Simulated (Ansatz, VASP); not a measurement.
**Two plane-wave programs on Sn3Se**

The input INCAR:

```
PREC = Accurate
ENCUT = 520
EDIFF = 1E-6
ISMEAR = 0
SIGMA = 0.15
LREAL = False
LASPH = True
NELM = 100
ALGO = Normal
ISIF = 2
LWAVE = False
LCHARG = False
GGA = PE
NBANDS = 32
```

File KPOINTS:

```
Automatic mesh
0
Gamma
  12 12 12
```

The input POSCAR:

```
Sn3Se
1.0
    0.0000000000      3.7279542406      3.7279542406
    3.7279542406      0.0000000000      3.7279542406
    3.7279542406      3.7279542406      0.0000000000
Sn Se
3 1
Direct
    0.2500000000      0.2500000000      0.2500000000
    0.7500000000      0.7500000000      0.7500000000
    0.5000000000      0.5000000000      0.5000000000
    0.0603548181     -0.0603548181     -0.0603548181
```

Input for Ansatz:

```yaml
crystal:
  lattice:
    - [0.0, 3.7279542406, 3.7279542406]
    - [3.7279542406, 0.0, 3.7279542406]
    - [3.7279542406, 3.7279542406, 0.0]
  atoms:
    - { symbol: Sn, position: [0.25, 0.25, 0.25] }
    - { symbol: Sn, position: [0.75, 0.75, 0.75] }
    - { symbol: Sn, position: [0.5, 0.5, 0.5] }
    - { symbol: Se, position: [0.0603548181, -0.0603548181, -0.0603548181] }
basis:
  ecutwfc: 420
kpoints:
  mp_grid: { grid: [12, 12, 12] }
hamiltonian:
  xc: pbe
scf:
  occupations: { method: gaussian, width: 0.15 }
output:
  forces: true
  stress: true
  eigenvalues: true
```

Alike in both runs: task single point; functional PBE; k mesh 12 × 12 × 12; occupations gaussian, width 0.15 eV; no spin polarisation.

```csv
,VASP,Ansatz
version,VASP 6.6.1,Ansatz 0.2.0
potentials or method,"VASP PAW PBE potentials, release 64 (Sn_d, Se), cutoff 520 eV","scalar-relativistic, plane waves, PAW"
valence electrons in the cell,48,58
```

```tsv
	VASP	Ansatz	Ansatz less VASP
gap on the k mesh at the Fermi level (eV)	none	none	-
pressure (GPa)	1.6	1.7	+0.03
traceless stress, the component that is largest in VASP (GPa)	-0.56	-0.55	+0.004
rms of the force components (eV/Å)	0.184	0.183	-0.0007
```

Atom by atom the forces differ by 0.001 eV/Å (rms over components). A gap of «none» marks a metal or a gap that the smearing closes. VASP's potentials hold 48 valence electrons a cell and Ansatz's 58, so a difference there can come from the potentials and not from the codes.
